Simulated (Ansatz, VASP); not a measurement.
# LiF: VASP beside Ansatz

INCAR

```
SYSTEM = LiF
ALGO = Normal ; EDIFF = 1E-7
ENCUT = 520 ; GGA = CA
ISIF = 2 ; ISMEAR = 0
LASPH = .True. ; LCHARG = .False.
LREAL = .False. ; LWAVE = .False.
NBANDS = 18 ; NELM = 60
PREC = Accurate ; SIGMA = 0.05
```

The input KPOINTS:

```
k-points
0
Gamma
  9 9 6
  0 0 0
```

File POSCAR:

```
LiF
1.0
    3.1542345829      0.0000000000      0.0000000000
   -1.5771172915      2.7316472783      0.0000000000
    0.0000000000      0.0000000000      4.8499021476
Li F
2 2
Direct
    0.3333333333      0.6666666667      0.3839784076
    0.6666666667      0.3333333333      0.8839784076
    0.3333333333      0.6666666667      0.9910195924
    0.6666666667      0.3333333333      0.4910195924
```

Input for Ansatz:

```yaml
crystal:
  lattice:
    - [3.1542345829, 0.0, 0.0]
    - [-1.5771172915, 2.7316472783, 0.0]
    - [0.0, 0.0, 4.8499021476]
  atoms:
    - { symbol: Li, position: [0.3333333333, 0.6666666667, 0.3839784076] }
    - { symbol: Li, position: [0.6666666667, 0.3333333333, 0.8839784076] }
    - { symbol: F, position: [0.3333333333, 0.6666666667, 0.9910195924] }
    - { symbol: F, position: [0.6666666667, 0.3333333333, 0.4910195924] }
basis:
  ecutwfc: 520.0
kpoints:
  mp_grid: { grid: [9, 9, 6] }
hamiltonian:
  xc: lda
scf:
  occupations: { method: gaussian, width: 0.05 }
output:
  forces: true
  stress: true
  eigenvalues: true
```

Alike in both runs: task single point; functional LDA; k mesh 9 × 9 × 6; occupations gaussian, width 0.05 eV; no spin polarisation.

|  | VASP | Ansatz |
| --- | --- | --- |
| version | VASP 6.6.1 | Ansatz 0.2.0 |
| potentials or method | VASP PAW LDA potentials, release 64 (Li_sv, F), cutoff 520 eV | scalar-relativistic, plane waves, PAW |
| valence electrons in the cell | 20 | 20 |

|  | VASP | Ansatz | Ansatz less VASP |
| --- | --- | --- | --- |
| gap on the k mesh at the Fermi level (eV) | 7.18 | 7.20 | +0.014 |
| least direct gap on the mesh (eV) | 7.18 | 7.20 | +0.014 |
| rms of the force components (eV/Å) | 0.016 | 0.017 | +0.0010 |

LDA's correlation is that of Perdew and Zunger in VASP and of Perdew and Wang (1992) in Ansatz. Atom by atom the forces differ by 0.001 eV/Å (rms over components).

Noted on VASP's run: the cutoff is short for stress, so the pressure is rough.
